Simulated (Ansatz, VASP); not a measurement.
**Os in VASP and in Ansatz**

Contents of INCAR:

```
SYSTEM = Os
ALGO = Normal
EDIFF = 1E-6
ENCUT = 520
GGA = CA
ISIF = 2
ISMEAR = -1
LASPH = .TRUE.
LCHARG = .FALSE.
LREAL = .FALSE.
LWAVE = .FALSE.
NBANDS = 15
NELM = 80
PREC = Accurate
SIGMA = 0.1
```

File KPOINTS:

```
k-points
0
G
  6 6 4
  0 0 0
```

Contents of POSCAR:

```
Os
1.0
    2.7175247593      0.0000000000      0.0000000000
   -1.3587623796      2.3534454770      0.0000000000
    0.0000000000      0.0000000000      4.2844606214
Os
2
Direct
    0.3333333333      0.6666666667      0.2500000000
    0.6666666667      0.3333333333      0.7500000000
```

Input for Ansatz:

```yaml
crystal:
  lattice:
    - [2.7175247593, 0.0, 0.0]
    - [-1.3587623796, 2.353445477, 0.0]
    - [0.0, 0.0, 4.2844606214]
  atoms:
    - { symbol: Os, position: [0.3333333333, 0.6666666667, 0.25] }
    - { symbol: Os, position: [0.6666666667, 0.3333333333, 0.75] }
hamiltonian:
  xc: lda
  pseudopotentials:
    kind: paw
    azcp:
      Os: "pseudopotentials/Os.paw.azcp"
basis:
  ecutwfc: 420
  fft_grid_basis: typed
kpoints:
  mp_grid: { grid: [6, 6, 4], shift: [0, 0, 0] }
magnetization:
  spin_polarized: false
scf:
  occupations: { method: fermi_dirac, width: 0.1 }
  lower_state_search: "off"
output:
  stress: true
  write_density: true
  write_potential: true
  elf: true
  volumetric_format: npy
```

Alike in both runs: task single point; functional LDA; k mesh 6 × 6 × 4; occupations fermi-dirac, width 0.1 eV; no spin polarisation.

|  | VASP | Ansatz |
| --- | --- | --- |
| version | VASP 6.6.1 | Ansatz 0.2.0 |
| potentials or method | VASP PAW LDA potentials, release 64 (Os), cutoff 520 eV | plane waves (420 eV) with PAW, scalar-relativistic |
| valence electrons in the cell | 16 | 32 |

VASP gave:

- pressure (GPa): 2.0
- traceless stress, the component that is largest in VASP (GPa): -3.27

Problem. What did Ansatz give for the same quantities?

Solution. Pressure (GPa): 1.0; traceless stress, the component that is largest in VASP (GPa): -3.11.

Ansatz warns that its potentials were made for another functional, while VASP's fit it. LDA's correlation is that of Perdew and Zunger in VASP and of Perdew and Wang (1992) in Ansatz. VASP's potentials hold 16 valence electrons a cell and Ansatz's 32, so a difference there can come from the potentials and not from the codes.

The k mesh is coarse, so the values compare programs but aren't converged. Spin-orbit coupling is off throughout.
